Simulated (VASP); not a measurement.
# SnSe in VASP: further runs

The runs below take SnSe through single point, with LDA.

Program: VASP 6.6.1. These are calculated values, not measurements. Logs are shortened: lines on timing, memory, paths and dates and some standing lists are left out, and cuts for length are marked.

## Step 1: The cell of the first run

The cell holds a slab with vacuum, 4 atoms: a = 4.285 Å, b = 4.285 Å, c = 10.991 Å, α = 90.00°, β = 90.00°, γ = 90.00°.

## Step 2: Single point, LDA

File INCAR:

```
SYSTEM = SnSe
  PREC = Accurate
  ENCUT = 520
  EDIFF = 1E-6
  ISMEAR = 0
  SIGMA = 0.01
  LREAL = .FALSE.
  LASPH = .TRUE.
  NELM = 100
  ALGO = Normal
  ISIF = 2
  LWAVE = .FALSE.
  LCHARG = .FALSE.
  NBANDS = 28
```

File KPOINTS:

```
regular mesh
0
G
  6 6 2
  0 0 0
```

File POSCAR:

```
SnSe
1.0
    4.2853300000      0.0000000000      0.0000000000
    0.0000000000      4.2853300000      0.0000000000
    0.0000000000      0.0000000000     10.9906900000
Sn Se
2 2
Direct
    0.5000000000      0.0000000000      0.3722300000
    0.0000000000      0.5000000000      0.6277700000
    0.5000000000      0.0000000000      0.6114906951
    0.0000000000      0.5000000000      0.3839600000
```

Potentials or basis: VASP PAW LDA potentials, release 64 (Sn_d, Se).

On the command line:

```bash
$ cat potpaw_LDA.64/Sn_d/POTCAR potpaw_LDA.64/Se/POTCAR > POTCAR
$ mpirun -np 1 vasp_std > vasp.out
```

OUTCAR:

```text
SYSTEM = SnSe
   PREC = Accurate
   ENCUT = 520
   EDIFF = 1E-6
   ISMEAR = 0
   LREAL = .FALSE.
   LASPH = .TRUE.
   NELM = 100
   ISIF = 2

 ion  position               nearest neighbor table
   1  0.500  0.000  0.372-   3 2.63   4 3.03   4 3.03   4 3.03   4 3.03
   2  0.000  0.500  0.628-   4 2.68   3 3.04   3 3.04   3 3.04   3 3.04
   3  0.500  0.000  0.611-   1 2.63   2 3.04   2 3.04   2 3.04   2 3.04
   4  0.000  0.500  0.384-   2 2.68   1 3.03   1 3.03   1 3.03   1 3.03

  LATTYP: Found a simple tetragonal cell.
 ALAT       =     4.2853300000
 C/A-ratio  =     2.5647243036

  Lattice vectors:

 A1 = (   4.2853300000,   0.0000000000,   0.0000000000)
 A2 = (   0.0000000000,   4.2853300000,   0.0000000000)
 A3 = (   0.0000000000,   0.0000000000,  10.9906900000)

Analysis of symmetry for initial positions (statically):
=====================================================================
 Subroutine PRICEL returns:
 Original cell was already a primitive cell.

 Routine SETGRP: Setting up the symmetry group for a
 simple tetragonal supercell.

 Subroutine GETGRP returns: Found  8 space group operations
 (whereof  4 operations were pure point group operations)
 out of a pool of 16 trial point group operations.

The static configuration has the point symmetry C_2v.
 The point group associated with its full space group is C_4v.

Analysis of symmetry for dynamics (positions and initial velocities):
=====================================================================
 Subroutine PRICEL returns:
 Original cell was already a primitive cell.

 Routine SETGRP: Setting up the symmetry group for a
 simple tetragonal supercell.

 Subroutine GETGRP returns: Found  8 space group operations
 (whereof  4 operations were pure point group operations)
 out of a pool of 16 trial point group operations.

The dynamic configuration has the point symmetry C_2v.
 The point group associated with its full space group is C_4v.

 Subroutine INISYM returns: Found  8 space group operations
 (whereof  4 operations are pure point group operations),
 and found     1 'primitive' translations

----------------------------------------------------------------------------------------

                                     Primitive cell

  volume of cell :     201.8336

  direct lattice vectors                    reciprocal lattice vectors
     4.285330000  0.000000000  0.000000000     0.233354257  0.000000000  0.000000000
     0.000000000  4.285330000  0.000000000     0.000000000  0.233354257  0.000000000
     0.000000000  0.000000000 10.990690000     0.000000000  0.000000000  0.090986098

  length of vectors
     4.285330000  4.285330000 10.990690000     0.233354257  0.233354257  0.090986098

  position of ions in fractional coordinates (direct lattice)
     0.500000000  0.000000000  0.372230000
     0.000000000  0.500000000  0.627770000
     0.500000000  0.000000000  0.611490695
     0.000000000  0.500000000  0.383960000

  ion indices of the primitive-cell ions
   primitive index   ion index
                 1           1
                 2           2
                 3           3
                 4           4

----------------------------------------------------------------------------------------

 KPOINTS: regular mesh

Automatic generation of k-mesh.
 Grid dimensions read from file:
 generate k-points for:    6    6    2

 Generating k-lattice:

  Cartesian coordinates                     Fractional coordinates (reciprocal lattice)
     0.038892376  0.000000000  0.000000000     0.166666667  0.000000000  0.000000000
     0.000000000  0.038892376  0.000000000     0.000000000  0.166666667  0.000000000
     0.000000000  0.000000000  0.045493049     0.000000000  0.000000000  0.500000000

  Length of vectors
     0.038892376  0.038892376  0.045493049

  Shift w.r.t. Gamma in fractional coordinates (k-lattice)
     0.000000000  0.000000000  0.000000000

 Subroutine IBZKPT returns following result:
 ===========================================

 Found     20 irreducible k-points:

 Following reciprocal coordinates:
            Coordinates               Weight
  0.000000  0.000000  0.000000      1.000000
  0.166667  0.000000  0.000000      4.000000
  0.333333  0.000000  0.000000      4.000000
  0.500000  0.000000  0.000000      2.000000
  0.166667  0.166667  0.000000      4.000000
  0.333333  0.166667  0.000000      8.000000
[... 12 lines left out ...]
  0.500000  0.333333  0.500000      4.000000
  0.500000  0.500000  0.500000      1.000000
   k-points           NKPTS =     20   k-points in BZ     NKDIM =     20   number of bands    NBANDS=     28
   number of dos      NEDOS =    301   number of ions     NIONS =      4
   total plane-waves  NPLWV =  86016
   dimension x,y,z NGX =    32 NGY =   32 NGZ =   84
   dimension x,y,z NGXF=    64 NGYF=   64 NGZF=  168
   ions per type =               2   2
   NGX,Y,Z   is equivalent  to a cutoff of  12.41, 12.41, 12.71 a.u.
   NGXF,Y,Z  is equivalent  to a cutoff of  24.83, 24.83, 25.41 a.u.
 SYSTEM =  SnSe
   PREC   = accura    normal or accurate (medium, high low for compatibility)
   ISTART =      0    job   : 0-new  1-cont  2-samecut
   ICHARG =      2    charge: 1-file 2-atom 10-const
   ISPIN  =      1    spin polarized calculation?
   LNONCOLLINEAR =      F non collinear calculations
   LSORBIT =      F    spin-orbit coupling
   LASPH  =      T    aspherical Exc in radial PAW
   ENCUT  =  520.0 eV  38.22 Ry    6.18 a.u.   7.97  7.97 20.44*2*pi/ulx,y,z
   NELM   =    100;   NELMIN=  2; NELMDL= -5     # of ELM steps
   EDIFF  = 0.1E-05   stopping-criterion for ELM
   LREAL  =      F    real-space projection
   EDIFFG = 0.1E-04   stopping-criterion for IOM
   NSW    =      0    number of steps for IOM
   IBRION =     -1    ionic relax: 0-MD 1-quasi-New 2-CG
   NFREE  =      0    steps in history (QN), initial steepest desc. (CG)
   ISIF   =      2    stress and relaxation
   ISYM   =      2    0-nonsym 1-usesym 2-fastsym
   POTIM  = 0.5000    time-step for ionic-motion
   TEBEG  =    0.0;   TEEND  =   0.0 temperature during run
   PSTRESS=    0.0 pullay stress
   NELECT =      40.0000    total number of electrons
   NUPDOWN=      -1.0000    fix difference up-down
   EMIN   =  10.00;   EMAX   =-10.00  energy-range for DOS
   EFERMI =   0.00;   METHOD = LEGACY
   ISMEAR =     0;   SIGMA  =   0.01  broadening in eV -4-tet -1-fermi 0-gaus
   EFERMI_NEDOS =   21; number of points for ismear=-14 and -15
   IALGO  =     38    algorithm
   IMIX   =      4    mixing-type and parameters
     AMIX     =   0.40;   BMIX     =  1.00
     AMIX_MAG =   1.60;   BMIX_MAG =  1.00
  volume/ion in A,a.u.               =      50.46       340.51
  Fermi-wavevector in a.u.,A,eV,Ry     =   0.954473  1.803692 12.395163  0.911019
  Thomas-Fermi vector in A             =   2.083223
   LORBIT       =      0    0 simple, 1 ext, 2 COOP (PROOUT), +10 PAW based schemes
   GGA     = CA    functional components
   LHFCALC =     F    Hartree Fock is set to
   AEXX    =    0.0000 exact exchange contribution
   IVDW    =     0    specifies the selected vdW correction
   LEPSILON=     F    determine dielectric tensor
   LRPA    =     F    only Hartree local field effects (RPA)
 non-spin polarized calculation
 Gauss-broadening in eV      SIGMA  =   0.01
  energy-cutoff  :      520.00
  volume of cell :      201.83
 maximum number of plane-waves:      5480
 NGX is ok and might be reduce to    32
   NGX = 15   NGY = 15   NGZ = 41

 number of electron      40.0000017 magnetization

 Free energy of the ion-electron system (eV)
  ---------------------------------------------------
  ext. energy  EPLUGINS =         0.00000000
  ---------------------------------------------------
  free energy    TOTEN  =       -18.42512638 eV

  energy without entropy =      -18.42512638  energy(sigma->0) =      -18.42512638

 E-fermi :   0.4604     XC(G=0):  -6.2252

 val. band max:        0.3984111221   @ k =   0.3333   0.0000   0.5000
 cond. band min:       1.8094052837   @ k =   0.3333   0.0000   0.5000
 fundamental gap:      1.4109941616
 Fermi energy:         0.4603591770

 k-point     1 :       0.0000    0.0000    0.0000
  band No.  band energies     occupation
      1     -20.5976      2.00000
      2     -20.5914      2.00000
      3     -20.5725      2.00000
      4     -20.5445      2.00000
      5     -20.5445      2.00000
      6     -20.5120      2.00000
[... 20 lines left out ...]
     27       6.1327      0.00000
     28       6.1842      0.00000

 k-point     2 :       0.1667    0.0000    0.0000
  band No.  band energies     occupation
      1     -20.5954      2.00000
      2     -20.5932      2.00000
      3     -20.5701      2.00000
      4     -20.5454      2.00000
      5     -20.5446      2.00000
      6     -20.5097      2.00000
[... 20 lines left out ...]
     27       5.6893      0.00000
     28       5.8837      0.00000

 k-point     3 :       0.3333    0.0000    0.0000
  band No.  band energies     occupation
      1     -20.5969      2.00000
      2     -20.5913      2.00000
      3     -20.5647      2.00000
      4     -20.5472      2.00000
      5     -20.5450      2.00000
      6     -20.5101      2.00000
[... 20 lines left out ...]
     27       5.4723      0.00000
     28       6.9372      0.00000

 k-point     4 :       0.5000    0.0000    0.0000
  band No.  band energies     occupation
      1     -20.5987      2.00000
      2     -20.5895      2.00000
      3     -20.5617      2.00000
      4     -20.5482      2.00000
      5     -20.5452      2.00000
      6     -20.5115      2.00000
[... 20 lines left out ...]
     27       6.2084      0.00000
     28       6.2564      0.00000

 k-point     5 :       0.1667    0.1667    0.0000
  band No.  band energies     occupation
      1     -20.5957      2.00000
      2     -20.5929      2.00000
      3     -20.5683      2.00000
      4     -20.5455      2.00000
      5     -20.5455      2.00000
      6     -20.5091      2.00000
[... 20 lines left out ...]
     27       5.6306      0.00000
     28       6.6616      0.00000

 k-point     6 :       0.3333    0.1667    0.0000
  band No.  band energies     occupation
      1     -20.6003      2.00000
      2     -20.5884      2.00000
      3     -20.5644      2.00000
      4     -20.5473      2.00000
      5     -20.5457      2.00000
      6     -20.5126      2.00000
[... 339 lines left out ...]
      5     -20.5459      2.00000
      6     -20.5142      2.00000
[... 20 lines left out ...]
     27       6.5401      0.00000
     28       6.6102      0.00000

 k-point    18 :       0.3333    0.3333    0.5000
  band No.  band energies     occupation
      1     -20.6070      2.00000
      2     -20.5830      2.00000
      3     -20.5638      2.00000
      4     -20.5474      2.00000
      5     -20.5473      2.00000
      6     -20.5171      2.00000
[... 20 lines left out ...]
     27       6.3798      0.00000
     28       6.5409      0.00000

 k-point    19 :       0.5000    0.3333    0.5000
  band No.  band energies     occupation
      1     -20.6102      2.00000
      2     -20.5807      2.00000
      3     -20.5634      2.00000
      4     -20.5481      2.00000
      5     -20.5474      2.00000
      6     -20.5191      2.00000
[... 20 lines left out ...]
     27       6.1814      0.00000
     28       6.1836      0.00000

 k-point    20 :       0.5000    0.5000    0.5000
  band No.  band energies     occupation
      1     -20.6140      2.00000
      2     -20.5780      2.00000
      3     -20.5640      2.00000
      4     -20.5482      2.00000
      5     -20.5482      2.00000
      6     -20.5213      2.00000
[... 20 lines left out ...]
     27       6.9211      0.00000
     28       6.9211      0.00000

------------------------ aborting loop because EDIFF is reached ----------------------------------------

  FORCE on cell =-STRESS in cart. coord.  units (eV):
  Direction    XX          YY          ZZ          XY          YZ          ZX
  --------------------------------------------------------------------------------------
  -------------------------------------------------------------------------------------
  Total       -2.1360788     -2.1360788      0.0175585      0.0000000      0.0000000      0.0000000
  in kB      -16.9564275    -16.9564275      0.1393815      0.0000000      0.0000000      0.0000000
  external PRESSURE =     -11.2578245 kB  Pullay stress =       0.0000000 kB

 VOLUME and BASIS-vectors are now :
 -----------------------------------------------------------------------------
  energy-cutoff  :      520.00
  volume of cell :      201.83
      direct lattice vectors                 reciprocal lattice vectors
     4.285330000  0.000000000  0.000000000     0.233354257  0.000000000  0.000000000
     0.000000000  4.285330000  0.000000000     0.000000000  0.233354257  0.000000000
     0.000000000  0.000000000 10.990690000     0.000000000  0.000000000  0.090986098

 POSITION                                       TOTAL-FORCE (eV/Angst)
 -----------------------------------------------------------------------------------
      2.14267      0.00000      4.09106         0.000000      0.000000     -0.089230
      0.00000      2.14267      6.89963         0.000000      0.000000     -0.271123
      2.14267      0.00000      6.72070         0.000000      0.000000      0.304674
      0.00000      2.14267      4.21999         0.000000      0.000000      0.055680
 -----------------------------------------------------------------------------------
    total drift:                                0.000000      0.000000     -0.000003

  FREE ENERGIE OF THE ION-ELECTRON SYSTEM (eV)
  ---------------------------------------------------
  free  energy   TOTEN  =       -18.4251263763 eV

  energy  without entropy=      -18.4251263763  energy(sigma->0) =      -18.42512638
```

Wall time 76 s (1 thread of Intel Xeon Platinum 8488C (Sapphire Rapids), shared host); peak memory 0.28 GiB.

What came out:

```
Free energy            : -18.4251 eV
Largest force          : 0.305 eV/Å
Band gap on the k mesh : 1.41 eV
```

Forces in eV/Å, atoms in the order of the input:
```
Sn   0.000  0.000 -0.089
Sn   0.000  0.000 -0.271
Se   0.000  0.000  0.305
Se   0.000  0.000  0.056
```

Caveat: spin-orbit coupling is left out, which moves the levels of the heavy elements.

## Step 3: Single point, LDA

File INCAR:

```
SYSTEM = SnSe
PREC = Accurate ; ENCUT = 520
EDIFF = 1E-6 ; ISMEAR = 0
SIGMA = 0.01 ; LREAL = .False.
LASPH = .True. ; NELM = 80
ALGO = Normal ; ISIF = 2
LWAVE = .False. ; LCHARG = .True.
LELF = .True. ; LVHAR = .True.
NBANDS = 28
```

File KPOINTS:

```
regular mesh
0
Gamma
  6 6 2
  0 0 0
```

POSCAR: that of step 2 with these lines changed.

```diff
@@ -10,3 +10,3 @@
     0.0000000000      0.5000000000      0.6277700000
-    0.5000000000      0.0000000000      0.6114906951
+    0.5000000000      0.0000000000      0.6137653475
     0.0000000000      0.5000000000      0.3839600000
```

Potentials or basis: VASP PAW LDA potentials, release 64 (Sn_d, Se).

On the command line:

```bash
$ cat potpaw_LDA.64/Sn_d/POTCAR potpaw_LDA.64/Se/POTCAR > POTCAR
$ mpirun -np 1 vasp_std > vasp.out
```

OUTCAR:

```text
SYSTEM = SnSe
   PREC = Accurate
   ENCUT = 520
   EDIFF = 1E-6
   ISMEAR = 0
   LREAL = .False.
   LASPH = .True.
   NELM = 80
   ISIF = 2

 ion  position               nearest neighbor table
   1  0.500  0.000  0.372-   3 2.65   4 3.03   4 3.03   4 3.03   4 3.03
   2  0.000  0.500  0.628-   4 2.68   3 3.03   3 3.03   3 3.03   3 3.03
   3  0.500  0.000  0.614-   1 2.65   2 3.03   2 3.03   2 3.03   2 3.03
   4  0.000  0.500  0.384-   2 2.68   1 3.03   1 3.03   1 3.03   1 3.03

  LATTYP: Found a simple tetragonal cell.
 ALAT       =     4.2853300000
 C/A-ratio  =     2.5647243036

  Lattice vectors:

 A1 = (   4.2853300000,   0.0000000000,   0.0000000000)
 A2 = (   0.0000000000,   4.2853300000,   0.0000000000)
 A3 = (   0.0000000000,   0.0000000000,  10.9906900000)

Analysis of symmetry for initial positions (statically):
=====================================================================
 Subroutine PRICEL returns:
 Original cell was already a primitive cell.

 Routine SETGRP: Setting up the symmetry group for a
 simple tetragonal supercell.

[... 167 lines left out ...]

 E-fermi :   0.4642     XC(G=0):  -6.2299

 val. band max:        0.3963512530   @ k =   0.3333   0.0000   0.5000
 cond. band min:       1.8292480883   @ k =   0.3333   0.0000   0.5000
 fundamental gap:      1.4328968353
 Fermi energy:         0.4641704667

 k-point     1 :       0.0000    0.0000    0.0000
  band No.  band energies     occupation
      1     -20.5767      2.00000
      2     -20.5707      2.00000
      3     -20.5583      2.00000
      4     -20.5338      2.00000
      5     -20.5276      2.00000
      6     -20.5273      2.00000
[... 609 lines left out ...]
     27       6.8884      0.00000
     28       6.8884      0.00000

------------------------ aborting loop because EDIFF is reached ----------------------------------------

  FORCE on cell =-STRESS in cart. coord.  units (eV):
  Direction    XX          YY          ZZ          XY          YZ          ZX
  --------------------------------------------------------------------------------------
  -------------------------------------------------------------------------------------
  Total       -2.1681234     -2.1681234     -0.3591262      0.0000000      0.0000000      0.0000000
  in kB      -17.2108004    -17.2108004     -2.8507830      0.0000000      0.0000000      0.0000000
  external PRESSURE =     -12.4241279 kB  Pullay stress =       0.0000000 kB

 VOLUME and BASIS-vectors are now :
 -----------------------------------------------------------------------------
  energy-cutoff  :      520.00
  volume of cell :      201.83
      direct lattice vectors                 reciprocal lattice vectors
     4.285330000  0.000000000  0.000000000     0.233354257  0.000000000  0.000000000
     0.000000000  4.285330000  0.000000000     0.000000000  0.233354257  0.000000000
     0.000000000  0.000000000 10.990690000     0.000000000  0.000000000  0.090986098

 POSITION                                       TOTAL-FORCE (eV/Angst)
 -----------------------------------------------------------------------------------
      2.14267      0.00000      4.09106         0.000000      0.000000      0.073030
      0.00000      2.14267      6.89963         0.000000      0.000000     -0.245906
      2.14267      0.00000      6.74570         0.000000      0.000000      0.134088
      0.00000      2.14267      4.21999         0.000000      0.000000      0.038788
 -----------------------------------------------------------------------------------
    total drift:                                0.000000      0.000000     -0.000274

  FREE ENERGIE OF THE ION-ELECTRON SYSTEM (eV)
  ---------------------------------------------------
  free  energy   TOTEN  =       -18.4305770356 eV

  energy  without entropy=      -18.4305770356  energy(sigma->0) =      -18.43057704
```

stdout:

```text
POSCAR found type information on POSCAR SnSe
 POSCAR found :  2 types and       4 ions
 scaLAPACK will be used
 LDA part: xc-table for (Slater(with rela. corr.)+CA(PZ))
 , standard interpolation
 POSCAR, INCAR and KPOINTS ok, starting setup
 FFT: planning ... GRIDC
 FFT: planning ... GRID_SOFT
 FFT: planning ... GRID
 WAVECAR not read
 entering main loop
```

Run time: 75 s. Hardware: 1 thread of Intel Xeon Platinum 8488C (Sapphire Rapids), shared host; peak memory 0.28 GiB.

What came out:

- Free energy: -18.4306 eV
- Largest force: 0.246 eV/Å
- Band gap on the k mesh: 1.43 eV

Forces on the atoms (eV/Å):
```
Sn   0.000  0.000  0.073
Sn   0.000  0.000 -0.246
Se   0.000  0.000  0.134
Se   0.000  0.000  0.039
```

Levels at points of the mesh, in eV from the valence-band top:
| k point | band 16 | band 17 | band 18 | band 19 | band 20 | band 21 | band 22 | band 23 | band 24 | band 25 |
| --- | --- | --- | --- | --- | --- | --- | --- | --- | --- | --- |
| (0.00, 0.00, 0.00) | -2.96 | -2.96 | -1.59 | -1.59 | -0.17 | 1.65 | 3.82 | 3.84 | 4.37 | 4.37 |
| (0.50, 0.00, 0.00) | -2.17 | -1.45 | -1.41 | -0.25 | -0.18 | 1.54 | 1.56 | 2.08 | 2.12 | 3.17 |
| (0.50, 0.50, 0.00) | -4.71 | -3.11 | -3.11 | -1.60 | -1.59 | 3.70 | 3.79 | 4.72 | 4.72 | 4.93 |
| (0.00, 0.00, 0.50) | -2.96 | -2.96 | -1.59 | -1.59 | -0.17 | 1.51 | 3.82 | 4.37 | 4.37 | 4.74 |
| (0.50, 0.00, 0.50) | -2.17 | -1.45 | -1.41 | -0.25 | -0.18 | 1.54 | 1.56 | 2.08 | 2.12 | 3.10 |
| (0.50, 0.50, 0.50) | -4.71 | -3.11 | -3.11 | -1.60 | -1.59 | 3.66 | 3.76 | 4.77 | 4.77 | 4.91 |

Caveat: spin-orbit coupling is left out, which moves the levels of the heavy elements.

[end of part 1 of 2]
